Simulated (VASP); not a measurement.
# Sn (I4/mmm) in VASP: a series of runs, part 2 of 2

VASP 6.6.1. Earlier steps stand in the parts before.

### 4 Single point, PBE+D3(BJ)

This run uses another cell than the first one, of 27.35 Å³/atom, 1.027 times its volume.

Contents of INCAR:

```
SYSTEM = Sn
PREC     = Accurate       ! precision mode
ENCUT    = 520            ! plane-wave cutoff, eV
EDIFF    = 1E-6           ! SCF threshold, eV
ISMEAR   = -1             ! smearing method
SIGMA    = 0.05           ! smearing width, eV
LREAL    = .FALSE.        ! projectors in reciprocal space
LASPH    = .TRUE.         ! aspherical terms in the spheres
NELM     = 60             ! most SCF steps
ALGO     = Normal         ! electronic algorithm
ISIF     = 2              ! what is computed and relaxed
LWAVE    = .FALSE.        ! write WAVECAR
LCHARG   = .TRUE.         ! write CHGCAR
GGA      = PE             ! functional
IVDW     = 12             ! dispersion correction
LELF     = .TRUE.         ! ELF
LVHAR    = .TRUE.       
NBANDS   = 13             ! bands
```

Contents of KPOINTS:

```
Automatic mesh
0
G
  10 10 10
  0 0 0
```

Contents of POSCAR:

```
Sn
1.0
   -2.0291894110      2.0291894110      1.6607599896
    2.0291894110     -2.0291894110      1.6607599896
    2.0291894110      2.0291894110     -1.6607599896
Sn
1
Direct
    0.0000000000      0.0000000000      0.0000000000
```

Potentials or basis: VASP PAW PBE potentials, release 64 (Sn_d).

Command:

```
$ cat potpaw_PBE.64/Sn_d/POTCAR > POTCAR
$ mpirun -np 1 vasp_std > vasp.out
```

OUTCAR:

```text
SYSTEM = Sn
   PREC = Accurate
   ENCUT = 520
   EDIFF = 1E-6
   ISMEAR = -1
   LREAL = .FALSE.
   LASPH = .TRUE.
   NELM = 60
   ISIF = 2
   GGA = PE
   IVDW = 12
 IVDW          = 12

 ion  position               nearest neighbor table
   1  0.000  0.000  0.000-

  LATTYP: Found a body centered tetragonal cell.
 ALAT       =     4.0583788220
 C/A-ratio  =     0.8184351745

  Lattice vectors:

 A1 = (  -2.0291894110,   2.0291894110,   1.6607599896)
 A2 = (   2.0291894110,  -2.0291894110,   1.6607599896)
[... 566 lines left out ...]

------------------------ aborting loop because EDIFF is reached ----------------------------------------

 Edisp (eV)   -0.38293

 E8    (eV) :    -0.1840

  FORCE on cell =-STRESS in cart. coord.  units (eV):
  Direction    XX          YY          ZZ          XY          YZ          ZX
  --------------------------------------------------------------------------------------
  -------------------------------------------------------------------------------------
  Total      -0.31010    -0.31010    -0.09925     0.00000    -0.00000     0.00000
  in kB     -18.16336   -18.16336    -5.81365     0.00000    -0.00000     0.00000
  external pressure =      -14.05 kB  Pullay stress =        0.00 kB

 VOLUME and BASIS-vectors are now :
 -----------------------------------------------------------------------------
  energy-cutoff  :      520.00
  volume of cell :       27.35
      direct lattice vectors                 reciprocal lattice vectors
    -2.029189411  2.029189411  1.660759990     0.000000000  0.246403809  0.301066983
     2.029189411 -2.029189411  1.660759990     0.246403809  0.000000000  0.301066983
     2.029189411  2.029189411 -1.660759990     0.246403809  0.246403809  0.000000000

 POSITION                                       TOTAL-FORCE (eV/Angst)
 -----------------------------------------------------------------------------------
      0.00000      0.00000      0.00000         0.000000     -0.000000      0.000000
 -----------------------------------------------------------------------------------
    total drift:                               -0.000000     -0.000000     -0.000000

  FREE ENERGIE OF THE ION-ELECTRON SYSTEM (eV)
  ---------------------------------------------------
  free  energy   TOTEN  =        -4.1620654948 eV

  energy  without entropy=       -4.1573444119  energy(sigma->0) =       -4.15970495
```

OSZICAR:

```text
N       E                     dE             d eps       ncg     rms          rms(c)
DAV:   1     0.797161364961E+02    0.79716E+02   -0.71576E+03  2738   0.161E+03
DAV:   2     0.172211541703E+01   -0.77994E+02   -0.75548E+02  2837   0.340E+02
DAV:   3    -0.367459248330E+01   -0.53967E+01   -0.53816E+01  3162   0.715E+01
DAV:   4    -0.378774883025E+01   -0.11316E+00   -0.11314E+00  3142   0.112E+01
DAV:   5    -0.379179528418E+01   -0.40465E-02   -0.40464E-02  3391   0.206E+00    0.134E+00
DAV:   6    -0.378232661851E+01    0.94687E-02   -0.10444E-02  3361   0.174E+00    0.741E-01
DAV:   7    -0.377925458572E+01    0.30720E-02   -0.68329E-03  3317   0.136E+00    0.976E-02
DAV:   8    -0.377913919582E+01    0.11539E-03   -0.72025E-04  3262   0.449E-01    0.231E-02
DAV:   9    -0.377913836697E+01    0.82885E-06   -0.13752E-05  3642   0.463E-02    0.155E-02
DAV:  10    -0.377913903349E+01   -0.66652E-06   -0.27477E-06  3297   0.224E-02
   1 F= -.41620655E+01 E0= -.41597050E+01  d E =-.472108E-02
```

stdout:

```text
POSCAR found type information on POSCAR Sn
 POSCAR found :  1 types and       1 ions
 scaLAPACK will be used
 LDA part: xc-table for (Slater+PW92), standard interpolation
 POSCAR, INCAR and KPOINTS ok, starting setup
 FFT: planning ... GRIDC
 FFT: planning ... GRID_SOFT
 FFT: planning ... GRID
 WAVECAR not read
 entering main loop
```

Run time: 13 s. Hardware: 1 thread of Intel Xeon 6975P-C (Granite Rapids), shared host; peak memory 0.18 GiB.

What came out:

* Free energy: -4.1621 eV
* Pressure: -1.4 GPa
* Band gap on the k mesh: zero (band 7 reaches 14.75 eV, above the bottom of band 8 at 5.95 eV)
* Dispersion energy per atom: -0.383 eV

Stress tensor (GPa, compression positive):
```
-1.82  0.00  0.00
 0.00 -1.82  0.00
 0.00  0.00 -0.58
```

Levels at points of the mesh, in eV from the Fermi level:
```
           k point  band 4  band 5  band 6  band 7  band 8  band 9  band 10  band 11
(0.00, 0.00, 0.00)  -21.45  -21.34  -11.00    6.80    6.80    9.37    10.29    11.43
(0.50, 0.00, 0.00)  -21.31  -21.29   -5.72   -4.12    3.11    4.37     7.22     7.41
(0.50, 0.50, 0.00)  -21.38  -21.30   -7.24   -4.64    5.82    7.78    10.41    10.97
(0.50, 0.50, 0.50)  -21.31  -21.28   -3.36   -1.53   -1.53    2.56     3.09     6.13
```

Caveat: three body term missing; spin-orbit coupling is left out, which moves the levels of the heavy elements; pairwise dispersion overbinds metals, which lowers pressure and volume.

### 5 Single point, PBE

This run uses another cell than the first one, of 27.81 Å³/atom, 1.044 times its volume.

Contents of INCAR:

```
ALGO = Normal ; EDIFF = 1E-7
ENCUT = 520 ; GGA = PE
ISIF = 2 ; ISMEAR = -1
LASPH = True ; LCHARG = True
LELF = True ; LREAL = False
LVHAR = True ; LWAVE = False
NBANDS = 13 ; NELM = 80
PREC = Accurate ; SIGMA = 0.05
```

Contents of KPOINTS:

```
k-points
0
Gamma
  10 10 10
```

Contents of POSCAR:

```
Sn
1.0
   -2.0319933062      2.0319933062      1.6837941516
    2.0319933062     -2.0319933062      1.6837941516
    2.0319933062      2.0319933062     -1.6837941516
Sn
1
Direct
    0.0000000000      0.0000000000      0.0000000000
```

Potentials or basis: VASP PAW PBE potentials, release 64 (Sn_d).

Command:

```
$ cat potpaw_PBE.64/Sn_d/POTCAR > POTCAR
$ mpirun -np 1 vasp_std > vasp.out
```

OUTCAR:

```text
EDIFF = 1E-7
   ENCUT = 520
   GGA = PE
   ISIF = 2
   ISMEAR = -1
   LASPH = True
   LREAL = False
   NELM = 80
   PREC = Accurate

 ion  position               nearest neighbor table
   1  0.000  0.000  0.000-

  LATTYP: Found a body centered tetragonal cell.
 ALAT       =     4.0639866124
 C/A-ratio  =     0.8286415838

  Lattice vectors:

 A1 = (  -2.0319933062,   2.0319933062,   1.6837941516)
 A2 = (   2.0319933062,  -2.0319933062,   1.6837941516)
 A3 = (   2.0319933062,   2.0319933062,  -1.6837941516)

Analysis of symmetry for initial positions (statically):
=====================================================================
 Subroutine PRICEL returns:
 Original cell was already a primitive cell.

 Routine SETGRP: Setting up the symmetry group for a
 body centered tetragonal supercell.

 Subroutine GETGRP returns: Found 16 space group operations
 (whereof 16 operations were pure point group operations)
 out of a pool of 16 trial point group operations.

The static configuration has the point symmetry D_4h.

Analysis of symmetry for dynamics (positions and initial velocities):
=====================================================================
 Subroutine PRICEL returns:
[... 160 lines left out ...]
 Fermi energy:         7.7546758034

 k-point     1 :       0.0000    0.0000    0.0000
  band No.  band energies     occupation
      1     -13.7678      2.00000
      2     -13.7027      2.00000
      3     -13.7027      2.00000
      4     -13.6885      2.00000
      5     -13.5880      2.00000
      6      -3.1335      2.00000
      7      14.5482      0.00000
      8      14.5482      0.00000
      9      16.8061      0.00000
     10      18.0892      0.00000
     11      19.2285      0.00000
     12      20.1702      0.00000
     13      20.1702      0.00000
[... 354 lines left out ...]
  band No.  band energies     occupation
      1     -13.7438      2.00000
      2     -13.6672      2.00000
      3     -13.6433      2.00000
      4     -13.6143      2.00000
      5     -13.5937      2.00000
      6       1.8213      2.00000
      7       5.2556      2.00000
      8       6.6640      2.00000
      9      12.1479      0.00000
     10      16.9228      0.00000
     11      19.0528      0.00000
     12      23.3075      0.00000
     13      23.9481      0.00000

 [... further k-points ...]
[... 5 lines left out ...]
  --------------------------------------------------------------------------------------
  -------------------------------------------------------------------------------------
  Total       -0.0130497     -0.0130497     -0.0156654      0.0000000     -0.0000000      0.0000000
  in kB       -0.7518275     -0.7518275     -0.9025221      0.0000000     -0.0000000      0.0000000
  external PRESSURE =      -0.8020590 kB  Pullay stress =       0.0000000 kB

 VOLUME and BASIS-vectors are now :
 -----------------------------------------------------------------------------
  energy-cutoff  :      520.00
  volume of cell :       27.81
      direct lattice vectors                 reciprocal lattice vectors
    -2.031993306  2.031993306  1.683794152     0.000000000  0.246063803  0.296948412
     2.031993306 -2.031993306  1.683794152     0.246063803  0.000000000  0.296948412
     2.031993306  2.031993306 -1.683794152     0.246063803  0.246063803  0.000000000

 POSITION                                       TOTAL-FORCE (eV/Angst)
 -----------------------------------------------------------------------------------
      0.00000      0.00000      0.00000        -0.000000      0.000000     -0.000000
 -----------------------------------------------------------------------------------
    total drift:                               -0.000000     -0.000000     -0.000000

  FREE ENERGIE OF THE ION-ELECTRON SYSTEM (eV)
  ---------------------------------------------------
  free  energy   TOTEN  =        -3.7811979237 eV

  energy  without entropy=       -3.7759908803  energy(sigma->0) =       -3.77859440
```

OSZICAR:

```text
N       E                     dE             d eps       ncg     rms          rms(c)
DAV:   1     0.796808542758E+02    0.79681E+02   -0.71808E+03  2722   0.158E+03
DAV:   2     0.186233505837E+01   -0.77819E+02   -0.75468E+02  2797   0.335E+02
DAV:   3    -0.367392741118E+01   -0.55363E+01   -0.55148E+01  3192   0.725E+01
DAV:   4    -0.378947855146E+01   -0.11555E+00   -0.11553E+00  3181   0.113E+01
DAV:   5    -0.379335421623E+01   -0.38757E-02   -0.38756E-02  3504   0.200E+00    0.129E+00
DAV:   6    -0.378418495864E+01    0.91693E-02   -0.10180E-02  3351   0.172E+00    0.716E-01
DAV:   7    -0.378130522098E+01    0.28797E-02   -0.66922E-03  3297   0.133E+00    0.966E-02
DAV:   8    -0.378119637772E+01    0.10884E-03   -0.67543E-04  3272   0.434E-01    0.224E-02
DAV:   9    -0.378119675653E+01   -0.37881E-06   -0.12446E-05  3606   0.450E-02    0.131E-02
DAV:  10    -0.378119784169E+01   -0.10852E-05   -0.18243E-06  3120   0.141E-02    0.100E-03
DAV:  11    -0.378119792370E+01   -0.82012E-07   -0.52987E-08  2251   0.346E-03
   1 F= -.37811979E+01 E0= -.37785944E+01  d E =-.520704E-02
```

stdout:

```text
POSCAR found type information on POSCAR Sn
 POSCAR found :  1 types and       1 ions
 scaLAPACK will be used
 LDA part: xc-table for (Slater+PW92), standard interpolation
 POSCAR, INCAR and KPOINTS ok, starting setup
 FFT: planning ... GRIDC
 FFT: planning ... GRID_SOFT
 FFT: planning ... GRID
 WAVECAR not read
 entering main loop
```

Wall time 14 s (1 thread of Intel Xeon 6975P-C (Granite Rapids), shared host); peak memory 0.18 GiB.

What came out:

| Item | Value |
| --- | --- |
| Free energy | -3.7812 eV |
| Pressure | -0.1 GPa |
| Band gap on the k mesh | zero (band 7 reaches 14.55 eV, above the bottom of band 8 at 5.78 eV) |

Levels at points of the mesh, in eV from the Fermi level:
```csv
k point,band 4,band 5,band 6,band 7,band 8,band 9,band 10,band 11
"(0.00, 0.00, 0.00)",-21.44,-21.34,-10.89,6.79,6.79,9.05,10.33,11.47
"(0.50, 0.00, 0.00)",-21.32,-21.30,-5.78,-4.06,3.08,4.38,7.17,7.40
"(0.50, 0.50, 0.00)",-21.38,-21.30,-7.15,-4.54,5.56,7.54,10.10,10.69
"(0.50, 0.50, 0.50)",-21.32,-21.29,-3.34,-1.43,-1.43,2.32,3.15,5.88
```

Caveat: spin-orbit coupling is left out, which moves the levels of the heavy elements.

### 6 Summary

| level | cell | gap on the mesh (eV) | pressure (GPa) |
| --- | --- | --- | --- |
| PBE+D3(BJ) | a = 3.282 Å, angles 104.9, 104.9, 119.0°, 1 atom | none | -0.3 |
| PBE+D4 | a = 3.276 Å, angles 104.9, 104.9, 119.0°, 1 atom | none | 0.0 |
| PBE+D3(BJ) | a = 3.316 Å, angles 104.5, 104.5, 119.9°, 1 atom | none | -1.4 |
| PBE | a = 3.331 Å, angles 104.8, 104.8, 119.3°, 1 atom | none | -0.1 |

Alike in all rows: task single point; potentials or basis VASP PAW PBE potentials, release 64 (Sn_d); no spin polarisation; k mesh 10 × 10 × 10; cutoff (eV) 520; smearing fermi-dirac 0.05 eV.

Caveats: spin-orbit coupling is left out, which moves the levels of the heavy elements; pairwise dispersion overbinds metals, which lowers pressure and volume (some runs); three body term missing (some runs).

Total energies depend on the potentials used, so only differences within one code and one set of settings carry meaning.
